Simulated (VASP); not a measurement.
Write the native input for VASP 6.6.1 that does the following.

- Task: single point
- Functional: PBEsol
- Potentials or basis: VASP PAW PBE potentials, release 64 (Ta_pv, Ru_pv)
- Cutoff: 520 eV
- k mesh: 16 × 16 × 16
- Occupations: gaussian, width 0.15 eV
- Spin: no spin polarisation
- Dipole correction: no
- Further INCAR settings: ALGO = Fast; EDIFF = 1e-06; NBANDS = 20

The structure of TaRu lies in POSCAR:

```
TaRu
1.0
    3.2826100000      0.0000000000      0.0000000000
    0.0000000000      3.2826100000      0.0000000000
    0.0000000000      0.0000000000      3.1870000000
Ta Ru
1 1
Direct
    0.5000000000      0.5000000000      0.5000000000
    0.0000000000      0.0000000000      0.0000000000
```

This cell differs from its parent crystal: strain +0.0300 x Voigt [1, 1, 0, 0, 0, 0].

The input as run:

INCAR

```
  PREC = Accurate
  ENCUT = 520
  EDIFF = 1E-6
  ISMEAR = 0
  SIGMA = 0.15
  LREAL = False
  LASPH = True
  NELM = 100
  ALGO = Fast
  ISIF = 2
  LWAVE = False
  LCHARG = False
  GGA = PS
  NBANDS = 20
```

KPOINTS

```
Automatic mesh
0
Gamma
  16 16 16
```

Potentials or basis: VASP PAW PBE potentials, release 64 (Ta_pv, Ru_pv).

Command:

```bash
$ cat potpaw_PBE.64/Ta_pv/POTCAR potpaw_PBE.64/Ru_pv/POTCAR > POTCAR
$ mpirun -np 1 vasp_std > vasp.out
```

It gave:

The pressure is -22.5 GPa.

Caveat: the cell differs from its parent crystal (strain +0.0300 x Voigt [1, 1, 0, 0, 0, 0]); the PAW data sets were made with another functional, which shifts forces and pressure a little.

Run time: 80 s on 1 thread of Intel(R) Xeon(R) Platinum 8488C (Sapphire Rapids) (shared host), peak memory 0.36 GiB.
